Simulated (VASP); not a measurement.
# Si15Ag (a cell with a defect) in VASP: notebook

Runs on Si15Ag (a cell with a defect). Level: PBE. Tasks: single point.

All numbers are computed with VASP 6.6.1; they aren't measurements. Logs are shortened: lines on timing, memory, paths and dates and some standing lists are left out, and cuts for length are marked.

## 1. The cell of the first run

The cell holds a defect, 16 atoms: a = 7.736 Å, b = 7.736 Å, c = 7.736 Å, α = 60.00°, β = 60.00°, γ = 60.00°.

## 2. Single point, PBE

Contents of INCAR:

```
PREC     = Accurate       # precision mode
ENCUT    = 520            # plane-wave cutoff, eV
EDIFF    = 1E-6           # SCF threshold, eV
ISMEAR   = 0              # smearing method
SIGMA    = 0.01           # smearing width, eV
LREAL    = Auto         
LASPH    = True           # aspherical terms in the spheres
NELM     = 80             # most SCF steps
ALGO     = Normal         # electronic algorithm
ISIF     = 2              # what is computed and relaxed
LWAVE    = False          # write WAVECAR
LCHARG   = False          # write CHGCAR
GGA      = PE             # functional
NELECT   = 70.0         
NBANDS   = 50             # bands
```

Contents of KPOINTS:

```
regular mesh
0
Gamma
  2 2 2
```

Contents of POSCAR:

```
Si15Ag
1.0
    0.0000000000      5.4700937659     -5.4700937659
    5.4700937659      5.4700937659      0.0000000000
    5.4700937659      0.0000000000     -5.4700937659
Ag Si
1 15
Direct
    0.1234826858      0.1252246085      0.1268221863
    0.1202078400      0.6280754852      0.1244761194
    0.6307189069      0.1175746699      0.1195672705
    0.6231927153      0.6253920096      0.1271133502
    0.1228404843      0.1250738678      0.6273683039
    0.1152893475      0.6329979252      0.6349757379
    0.6259749374      0.1224540380      0.6299274300
    0.6230320534      0.6252714488      0.6272256205
    0.2501918333      0.7278173668      0.2652554340
    0.2609155161      0.2575539497      0.2544095772
    0.7477309737      0.7453905240      0.2553221965
    0.7257402360      0.2524209381      0.2594215042
    0.2511300170      0.7523323983      0.7519812677
    0.2555167581      0.2633701433      0.7292565304
    0.7431111067      0.7499521021      0.7543648459
    0.7501086654      0.2533706269      0.7473846268
```

Potentials or basis: VASP PAW PBE potentials, release 64 (Ag, Si).

Command:

```
$ cat potpaw_PBE.64/Ag/POTCAR potpaw_PBE.64/Si/POTCAR > POTCAR
$ mpirun -np 1 vasp_std > vasp.out
```

OUTCAR:

```text
PREC = Accurate
   ENCUT = 520
   EDIFF = 1E-6
   ISMEAR = 0
   LREAL = Auto
   LASPH = True
   NELM = 80
   ISIF = 2
   GGA = PE
   NELECT = 70.0

 ion  position               nearest neighbor table
   1  0.123  0.125  0.127-  10 2.51   9 2.51  14 2.51  12 2.51
   2  0.120  0.628  0.124-   9 2.35  10 2.35  11 2.35  13 2.35
   3  0.631  0.118  0.120-  12 2.34  10 2.34  16 2.35  11 2.35
   4  0.623  0.625  0.127-  11 2.35  15 2.35  12 2.36   9 2.36
   5  0.123  0.125  0.627-  16 2.35  13 2.35  14 2.36  10 2.36
   6  0.115  0.633  0.635-  14 2.34   9 2.34  15 2.35  13 2.35
[... 8 lines left out ...]
  15  0.743  0.750  0.754-   8 2.35   6 2.35   7 2.35   4 2.35
  16  0.750  0.253  0.747-   8 2.35   3 2.35   7 2.35   5 2.35

  LATTYP: Found a face centered cubic cell.
 ALAT       =    10.9401875318

  Lattice vectors:

 A1 = (   0.0000000000,   5.4700937659,  -5.4700937659)
 A2 = (   5.4700937659,   5.4700937659,   0.0000000000)
 A3 = (   5.4700937659,   0.0000000000,  -5.4700937659)

Analysis of symmetry for initial positions (statically):
=====================================================================
 Subroutine PRICEL returns:
 Original cell was already a primitive cell.

 Routine SETGRP: Setting up the symmetry group for a
 face centered cubic supercell.

 Subroutine GETGRP returns: Found  1 space group operations
 (whereof  1 operations were pure point group operations)
 out of a pool of 48 trial point group operations.

The static configuration has the point symmetry C_1 .

Analysis of symmetry for dynamics (positions and initial velocities):
=====================================================================
 Subroutine PRICEL returns:
 Original cell was already a primitive cell.

 Routine SETGRP: Setting up the symmetry group for a
 face centered cubic supercell.

 Subroutine GETGRP returns: Found  1 space group operations
 (whereof  1 operations were pure point group operations)
 out of a pool of 48 trial point group operations.

The dynamic configuration has the point symmetry C_1 .

 Subroutine INISYM returns: Found  1 space group operations
 (whereof  1 operations are pure point group operations),
 and found     1 'primitive' translations

----------------------------------------------------------------------------------------

                                     Primitive cell

  volume of cell :     327.3515

  direct lattice vectors                    reciprocal lattice vectors
     0.000000000  5.470093766 -5.470093766    -0.091406111  0.091406111 -0.091406111
     5.470093766  5.470093766  0.000000000     0.091406111  0.091406111  0.091406111
     5.470093766  0.000000000 -5.470093766     0.091406111 -0.091406111 -0.091406111

  length of vectors
     7.735880791  7.735880791  7.735880791     0.158320029  0.158320029  0.158320029

  position of ions in fractional coordinates (direct lattice)
     0.123482686  0.125224608  0.126822186
     0.120207840  0.628075485  0.124476119
     0.630718907  0.117574670  0.119567270
     0.623192715  0.625392010  0.127113350
     0.122840484  0.125073868  0.627368304
     0.115289348  0.632997925  0.634975738
[... 8 lines left out ...]
     0.743111107  0.749952102  0.754364846
     0.750108665  0.253370627  0.747384627

  ion indices of the primitive-cell ions
   primitive index   ion index
                 1           1
                 2           2
                 3           3
                 4           4
                 5           5
                 6           6
[... 8 lines left out ...]
                15          15
                16          16

----------------------------------------------------------------------------------------

 KPOINTS: regular mesh

Automatic generation of k-mesh.
 Grid dimensions read from file:
 generate k-points for:    2    2    2

 Generating k-lattice:

  Cartesian coordinates                     Fractional coordinates (reciprocal lattice)
    -0.045703056  0.045703056 -0.045703056     0.500000000  0.000000000  0.000000000
     0.045703056  0.045703056  0.045703056     0.000000000  0.500000000  0.000000000
     0.045703056 -0.045703056 -0.045703056     0.000000000  0.000000000  0.500000000

  Length of vectors
     0.079160015  0.079160015  0.079160015

  Shift w.r.t. Gamma in fractional coordinates (k-lattice)
     0.000000000  0.000000000  0.000000000

 Subroutine IBZKPT returns following result:
 ===========================================

 Found      8 irreducible k-points:

 Following reciprocal coordinates:
            Coordinates               Weight
  0.000000  0.000000  0.000000      1.000000
  0.500000  0.000000  0.000000      1.000000
  0.000000  0.500000  0.000000      1.000000
  0.000000  0.000000  0.500000      1.000000
  0.500000  0.500000  0.500000      1.000000
  0.500000  0.500000  0.000000      1.000000
  0.000000  0.500000  0.500000      1.000000
  0.500000  0.000000  0.500000      1.000000
   k-points           NKPTS =      8   k-points in BZ     NKDIM =      8   number of bands    NBANDS=     50
   number of dos      NEDOS =    301   number of ions     NIONS =     16
   total plane-waves  NPLWV = 216000
   dimension x,y,z NGX =    60 NGY =   60 NGZ =   60
   dimension x,y,z NGXF=   120 NGYF=  120 NGZF=  120
   ions per type =               1  15
   NGX,Y,Z   is equivalent  to a cutoff of  12.89, 12.89, 12.89 a.u.
   NGXF,Y,Z  is equivalent  to a cutoff of  25.79, 25.79, 25.79 a.u.
 SYSTEM =  unknown system
   PREC   = accura    normal or accurate (medium, high low for compatibility)
   ISTART =      0    job   : 0-new  1-cont  2-samecut
   ICHARG =      2    charge: 1-file 2-atom 10-const
   ISPIN  =      1    spin polarized calculation?
   LNONCOLLINEAR =      F non collinear calculations
   LSORBIT =      F    spin-orbit coupling
   LASPH  =      T    aspherical Exc in radial PAW
   ENCUT  =  520.0 eV  38.22 Ry    6.18 a.u.  14.38 14.38 14.38*2*pi/ulx,y,z
   NELM   =     80;   NELMIN=  2; NELMDL= -5     # of ELM steps
   EDIFF  = 0.1E-05   stopping-criterion for ELM
   LREAL  =      T    real-space projection
   EDIFFG = 0.1E-04   stopping-criterion for IOM
   NSW    =      0    number of steps for IOM
   IBRION =     -1    ionic relax: 0-MD 1-quasi-New 2-CG
   NFREE  =      0    steps in history (QN), initial steepest desc. (CG)
   ISIF   =      2    stress and relaxation
   ISYM   =      2    0-nonsym 1-usesym 2-fastsym
   POTIM  = 0.5000    time-step for ionic-motion
   TEBEG  =    0.0;   TEEND  =   0.0 temperature during run
   PSTRESS=    0.0 pullay stress
   NELECT =      70.0000    total number of electrons
   NUPDOWN=      -1.0000    fix difference up-down
   EMIN   =  10.00;   EMAX   =-10.00  energy-range for DOS
   EFERMI =   0.00;   METHOD = LEGACY
   ISMEAR =     0;   SIGMA  =   0.01  broadening in eV -4-tet -1-fermi 0-gaus
   EFERMI_NEDOS =   21; number of points for ismear=-14 and -15
   IALGO  =     38    algorithm
   IMIX   =      4    mixing-type and parameters
     AMIX     =   0.40;   BMIX     =  1.00
     AMIX_MAG =   1.60;   BMIX_MAG =  1.00
  volume/ion in A,a.u.               =      20.46       138.07
  Fermi-wavevector in a.u.,A,eV,Ry     =   0.978970  1.849985 13.039584  0.958382
  Thomas-Fermi vector in A             =   2.109787
   LORBIT       =      0    0 simple, 1 ext, 2 COOP (PROOUT), +10 PAW based schemes
   GGA     = PE    functional components
   LHFCALC =     F    Hartree Fock is set to
   AEXX    =    0.0000 exact exchange contribution
   IVDW    =     0    specifies the selected vdW correction
   LEPSILON=     F    determine dielectric tensor
   LRPA    =     F    only Hartree local field effects (RPA)
 non-spin polarized calculation
 Gauss-broadening in eV      SIGMA  =   0.01
  energy-cutoff  :      520.00
  volume of cell :      327.35
 maximum number of plane-waves:      8824
 NGX is ok and might be reduce to    60
   NGX = 29   NGY = 29   NGZ = 29

 number of electron      70.0000001 magnetization

 Free energy of the ion-electron system (eV)
  ---------------------------------------------------
  ext. energy  EPLUGINS =         0.00000000
  ---------------------------------------------------
  free energy    TOTEN  =       -87.42866806 eV

  energy without entropy =      -87.42864206  energy(sigma->0) =      -87.42865506

 E-fermi :   6.0205     XC(G=0):  -9.3640

 val. band max:        6.0004523366   @ k =   0.5000   0.0000   0.5000
 cond. band min:       6.0419674689   @ k =   0.5000   0.5000   0.0000
 fundamental gap:      0.0415151323
 Fermi energy:         6.0205145787

 k-point     1 :       0.0000    0.0000    0.0000
  band No.  band energies     occupation
      1      -6.0613      2.00000
      2      -3.9758      2.00000
      3      -3.9527      2.00000
      4      -3.9308      2.00000
      5      -3.4489      2.00000
      6      -2.1800      2.00000
[... 39 lines left out ...]
     46       7.6055      0.00000
     47       7.9452      0.00000

 k-point     2 :       0.5000    0.0000    0.0000
  band No.  band energies     occupation
      1      -5.4114      2.00000
      2      -5.1831      2.00000
      3      -3.5796      2.00000
      4      -3.5648      2.00000
      5      -3.5528      2.00000
      6      -3.5107      2.00000
[... 39 lines left out ...]
     46       9.1984      0.00000
     47       9.5920      0.00000

 k-point     3 :       0.0000    0.5000    0.0000
  band No.  band energies     occupation
      1      -5.4117      2.00000
      2      -5.1826      2.00000
      3      -3.5794      2.00000
      4      -3.5648      2.00000
      5      -3.5529      2.00000
      6      -3.5110      2.00000
[... 239 lines left out ...]
     46      10.0551      0.00000
     47      10.1255      0.00000

 k-point     8 :       0.5000    0.0000    0.5000
  band No.  band energies     occupation
      1      -5.1623      2.00000
      2      -4.9197      2.00000
      3      -4.2849      2.00000
      4      -4.1874      2.00000
      5      -4.1459      2.00000
      6      -3.4133      2.00000
[... 39 lines left out ...]
     46      10.0716      0.00000
     47      10.0865      0.00000
 [bands above 47 left out]

------------------------ aborting loop because EDIFF is reached ----------------------------------------

  FORCE on cell =-STRESS in cart. coord.  units (eV):
  Direction    XX          YY          ZZ          XY          YZ          ZX
  --------------------------------------------------------------------------------------
  -------------------------------------------------------------------------------------
  Total       -6.6950876     -6.0077714     -7.9348048      0.0104464      0.0044496     -0.0131499
  in kB      -32.7681963    -29.4042208    -38.8358235      0.0511285      0.0217780     -0.0643605
  external PRESSURE =     -33.6694136 kB  Pullay stress =       0.0000000 kB

 VOLUME and BASIS-vectors are now :
 -----------------------------------------------------------------------------
  energy-cutoff  :      520.00
  volume of cell :      327.35
      direct lattice vectors                 reciprocal lattice vectors
     0.000000000  5.470093766 -5.470093766    -0.091406111  0.091406111 -0.091406111
     5.470093766  5.470093766  0.000000000     0.091406111  0.091406111  0.091406111
     5.470093766  0.000000000 -5.470093766     0.091406111 -0.091406111 -0.091406111

 POSITION                                       TOTAL-FORCE (eV/Angst)
 -----------------------------------------------------------------------------------
      1.37872      1.36045     -1.36919         0.002640     -0.003300      0.007422
      4.11653      4.09318     -1.33844        -0.000192      0.000507     -0.001415
      1.29719      4.09324     -4.10414         0.001253     -0.001005      0.002264
      4.11627      6.82988     -4.10424         0.002200     -0.002658      0.000756
      4.11593      1.35611     -4.10371        -0.000122      0.000173      0.000943
      6.93593      4.09320     -4.10402        -0.002595      0.001303      0.001830
[... 8 lines left out ...]
      8.22875      8.16720     -8.19133         0.004232      0.002283     -0.001703
      5.47423      5.48913     -8.19143        -0.004057     -0.002943     -0.003455
 -----------------------------------------------------------------------------------
    total drift:                                0.005159     -0.004928      0.000097

  FREE ENERGIE OF THE ION-ELECTRON SYSTEM (eV)
  ---------------------------------------------------
  free  energy   TOTEN  =       -87.4286680581 eV

  energy  without entropy=      -87.4286420626  energy(sigma->0) =      -87.42865506
```

Run time: 2.8 min. Hardware: 1 thread of AMD EPYC 9R45 (Zen 5), shared host; peak memory 0.46 GiB.

Results:

```yaml
Free_energy: -87.4287 eV
Largest_force: 0.017 eV/Å
```

Forces in eV/Å, atoms in the order of the input:
```
Ag   0.003 -0.003  0.007
Si   0.000  0.001 -0.001
Si   0.001 -0.001  0.002
Si   0.002 -0.003  0.001
Si   0.000  0.000  0.001
Si  -0.003  0.001  0.002
Si   0.000  0.000  0.002
Si   0.002 -0.001 -0.001
Si  -0.012 -0.004 -0.009
Si   0.007  0.007 -0.014
Si  -0.003  0.000  0.003
Si   0.006  0.003  0.006
Si   0.003 -0.001  0.003
Si  -0.006  0.002  0.003
Si   0.004  0.002 -0.002
Si  -0.004 -0.003 -0.003
```

Caveat: the k points lie up to 0.50 Å⁻¹ apart; the cell carries a net charge on a neutralising background, which shifts energy and pressure; the cell is charged against a uniform background, so pressure and absolute levels hang on convention.

## 3. Single point, PBE, collinear spin

Contents of INCAR:

```
PREC     = Accurate       # precision mode
ENCUT    = 520            # plane-wave cutoff, eV
EDIFF    = 1E-6           # SCF threshold, eV
ISMEAR   = 0              # smearing method
SIGMA    = 0.01           # smearing width, eV
LREAL    = Auto         
LASPH    = T              # aspherical terms in the spheres
NELM     = 150            # most SCF steps
ALGO     = Normal         # electronic algorithm
ISIF     = 2              # what is computed and relaxed
LWAVE    = F              # write WAVECAR
LCHARG   = F              # write CHGCAR
ISPIN    = 2              # spin polarisation
MAGMOM   = 0.2 0 0 0 0 0 0 0 0.2 0.2 0 0.2 0 0.2 0 0 # initial moments
LORBIT   = 11             # projections on sites
LMAXMIX  = 4              # l up to which the mixer works
GGA      = PE             # functional
NBANDS   = 54             # bands
```

Contents of KPOINTS:

```
Automatic mesh
0
Gamma
  2 2 2
```

Contents of POSCAR:

```
Si15Ag
1.0
    0.0000000000      5.4700937659     -5.4700937659
    5.4700937659      5.4700937659      0.0000000000
    5.4700937659      0.0000000000     -5.4700937659
Ag Si
1 15
Direct
    0.1235692829      0.1251187447      0.1267007131
    0.1244341572      0.6242407116      0.1276204542
    0.6271070518      0.1216351703      0.1230939950
    0.6226297804      0.6242486293      0.1275933871
    0.1244080592      0.1261832428      0.6257514275
    0.1199100872      0.6288330094      0.6302469589
    0.6225708488      0.1261636016      0.6257279323
    0.6235332605      0.6252016168      0.6266812559
    0.2501066510      0.7383351041      0.2603593464
    0.2572124432      0.2517672493      0.2532198259
    0.7496385273      0.7472388440      0.2524205390
    0.7367500973      0.2517317537      0.2532347598
    0.2492680526      0.7513282667      0.7528122580
    0.2500791014      0.2589153641      0.7398751289
    0.7455036111      0.7513935952      0.7527702710
    0.7495744318      0.2509513289      0.7487163634
```

Potentials or basis: VASP PAW PBE potentials, release 64 (Ag, Si).

Command:

```
$ cat potpaw_PBE.64/Ag/POTCAR potpaw_PBE.64/Si/POTCAR > POTCAR
$ mpirun -np 1 vasp_std > vasp.out
```

Run time: 5.9 min. Hardware: 1 thread of AMD EPYC 9R45 (Zen 5), shared host; peak memory 0.68 GiB.

It converged, with:

```
Free energy                                           : -81.3814 eV
Pressure                                              : 1.4 GPa
Largest force                                         : 0.010 eV/Å
Net moment                                            : 0.25 μB per cell
Site moments                                          : Ag +0.03; Si +0.00, -0.00, +0.02 μB
Valence electrons inside the program's atomic spheres : Ag 10.05; Si 1.68, 1.69, 1.67
```

Forces on the atoms (eV/Å):
```
Ag   0.000  0.002  0.002
Si   0.001  0.001  0.002
Si   0.001 -0.001  0.000
Si   0.002  0.001  0.001
Si   0.001 -0.002 -0.002
Si  -0.002  0.000 -0.002
Si   0.001 -0.001  0.000
Si   0.002 -0.002  0.001
Si  -0.008 -0.003 -0.006
Si   0.006  0.002 -0.006
Si   0.001 -0.004 -0.002
Si   0.006 -0.002  0.006
Si  -0.004  0.005  0.000
Si  -0.006  0.004  0.006
Si  -0.004 -0.005  0.001
Si   0.002  0.007  0.000
```

Stress tensor (GPa, compression positive):
```
0.95 0.00 0.00
0.00 1.63 0.00
0.00 0.00 1.63
```

Levels at points of the mesh, in eV from the Fermi level:
Spin up:
```tsv
k point	band 33	band 34	band 35	band 36	band 37	band 38
(0.00, 0.00, 0.00)	-1.00	-1.00	0.35	0.46	0.46	0.47
(0.50, 0.00, 0.00)	-1.91	-1.22	-1.20	0.43	0.44	1.02
(0.00, 0.50, 0.00)	-1.91	-1.22	-1.20	0.42	0.44	1.02
(0.00, 0.00, 0.50)	-1.91	-1.22	-1.20	0.42	0.44	1.02
(0.50, 0.50, 0.50)	-1.91	-1.22	-1.20	0.43	0.44	1.02
(0.50, 0.50, 0.00)	-2.10	-1.88	-1.60	-0.12	-0.05	0.80
(0.00, 0.50, 0.50)	-2.06	-1.88	-1.57	-0.09	-0.09	0.80
(0.50, 0.00, 0.50)	-2.10	-1.88	-1.60	-0.12	-0.05	0.80
```
Spin down:
```tsv
k point	band 33	band 34	band 35	band 36	band 37	band 38
(0.00, 0.00, 0.00)	-0.99	-0.99	0.36	0.47	0.47	0.48
(0.50, 0.00, 0.00)	-1.85	-1.22	-1.19	0.47	0.50	1.03
(0.00, 0.50, 0.00)	-1.85	-1.21	-1.19	0.47	0.50	1.03
(0.00, 0.00, 0.50)	-1.85	-1.21	-1.19	0.47	0.50	1.03
(0.50, 0.50, 0.50)	-1.85	-1.21	-1.19	0.47	0.50	1.03
(0.50, 0.50, 0.00)	-2.06	-1.87	-1.60	-0.09	0.04	0.80
(0.00, 0.50, 0.50)	-1.98	-1.86	-1.56	-0.04	-0.04	0.81
(0.50, 0.00, 0.50)	-2.06	-1.87	-1.60	-0.09	0.04	0.80
```

Caveat: the k points lie up to 0.50 Å⁻¹ apart.
